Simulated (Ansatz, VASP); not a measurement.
# One calculation of C, two programs

```xyz
8
Lattice="-1.2831 0.0843 -4.3172 2.4564 4.2059 -0.0522 2.5351 -4.2513 0.0925" Properties=species:S:1:pos:R:3 pbc="T T T"
C     2.5897   -1.4210    0.3029
C     3.7118    0.6626    0.0474
C     1.2600    0.5605   -0.1253
C     2.4300    2.6429    0.0108
C     2.4899   -2.7451   -0.1295
C     3.9416   -0.7399    0.0854
C     1.1724   -0.6220   -0.0786
C     2.3705    1.4802    0.0483
```

Change from the starting cell: cell x4, atoms moved at random (sigma 0.1 Å) and cell strained at random (1.5 %), then relaxed without symmetry.

Alike in both runs: task relaxation of cell and atoms; functional PBE; k mesh 4 × 4 × 4; occupations gaussian, width 0.1 eV; no spin polarisation.

|  | VASP | Ansatz |
| --- | --- | --- |
| version | VASP 6.6.1 | Ansatz 0.2.0 |
| potentials or method | VASP PAW PBE potentials, release 64 (C), cutoff 600 eV | scalar-relativistic, plane waves, PAW |
| valence electrons in the cell | 32 | 32 |

```csv
,VASP,Ansatz,Ansatz less VASP
"gap on the k mesh at the Fermi level, each at its own relaxed structure (eV)",1.83,1.84,+0.018
relaxed volume (Å³/atom),11.15,11.38,+0.223
relaxed cell length with the largest relative difference (Å),4.421,4.507,+0.0863
```
